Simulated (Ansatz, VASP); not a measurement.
**HfB: VASP beside Ansatz**

File INCAR:

```
SYSTEM = HfB
ALGO = Normal
EDIFF = 1E-6
ENCUT = 520
GGA = PS
GGA_COMPAT = .False.
ISIF = 2
ISMEAR = -1
LASPH = .True.
LCHARG = .True.
LMAXMIX = 4
LNONCOLLINEAR = .True.
LORBIT = 11
LORBMOM = .True.
LREAL = .False.
LSORBIT = .True.
LVHAR = .True.
LWAVE = .False.
MAGMOM = 0 0 0 0 0 0
NBANDS = 25
NELM = 150
PREC = Accurate
SIGMA = 0.05
```

File KPOINTS:

```
k-points
0
Gamma
  7 7 7
  0 0 0
```

The input POSCAR:

```
HfB
1.0
    0.0000000000      2.3100000000      2.3100000000
    2.3100000000      0.0000000000      2.3100000000
    2.3100000000      2.3100000000      0.0000000000
Hf B
1 1
Direct
    0.5000000000      0.5000000000      0.5000000000
    0.0000000000      0.0000000000      0.0000000000
```

input.yaml

```yaml
crystal:
  lattice:
    - [0.0, 2.31, 2.31]
    - [2.31, 0.0, 2.31]
    - [2.31, 2.31, 0.0]
  atoms:
    - { symbol: Hf, position: [0.5, 0.5, 0.5] }
    - { symbol: B, position: [0.0, 0.0, 0.0] }
hamiltonian:
  xc: pbesol
  pseudopotentials: { kind: paw_fr }
magnetization:
  noncollinear: true
  spin_orbit: true
kpoints:
  mp_grid: { grid: [7, 7, 7] }
  band_path:
    path:
      - [[0.0, 0.0, 0.0], [0.5, 0.0, 0.5], [0.5, 0.25, 0.75], [0.375, 0.375, 0.75], [0.0, 0.0, 0.0], [0.5, 0.5, 0.5], [0.625, 0.25, 0.625], [0.5, 0.25, 0.75], [0.5, 0.5, 0.5], [0.375, 0.375, 0.75]]
      - [[0.625, 0.25, 0.625], [0.5, 0.0, 0.5]]
    npoints: 14
scf:
  occupations: { method: fermi_dirac, width: 0.05 }
  n_extra_bands: 6
output:
  forces: true
  stress: true
  eigenvalues: true
  fatbands: true
  write_density: true
  write_potential: true
  elf: true
  volumetric_format: npy
```

Alike in both runs: functional PBEsol; k mesh 7 × 7 × 7; occupations fermi-dirac, width 0.05 eV; non-collinear spin, spin-orbit coupling.

```csv
,VASP,Ansatz
version,VASP 6.6.1,Ansatz 0.2.0
potentials or method,"VASP PAW PBE potentials, release 64 (Hf_pv, B)",Ansatz PAW
plane-wave cutoff (eV),520,420
valence electrons in the cell,13,29
task,single point,band structure
```

Ansatz gave:

| Property | Result |
| --- | --- |
| pressure (GPa) | 22.2 |
| net moment per atom (μB) | 0.00 |

**Question.** Which values does VASP return?

**Answer.** Pressure (GPa): 23.8; net moment per atom (μB): 0.00.

VASP's potentials were made for PBE, not for PBEsol. The functional is the same, so the differences come from potentials, cutoffs and numerics. VASP's potentials hold 13 valence electrons a cell and Ansatz's 29, so a difference there can come from the potentials and not from the codes.
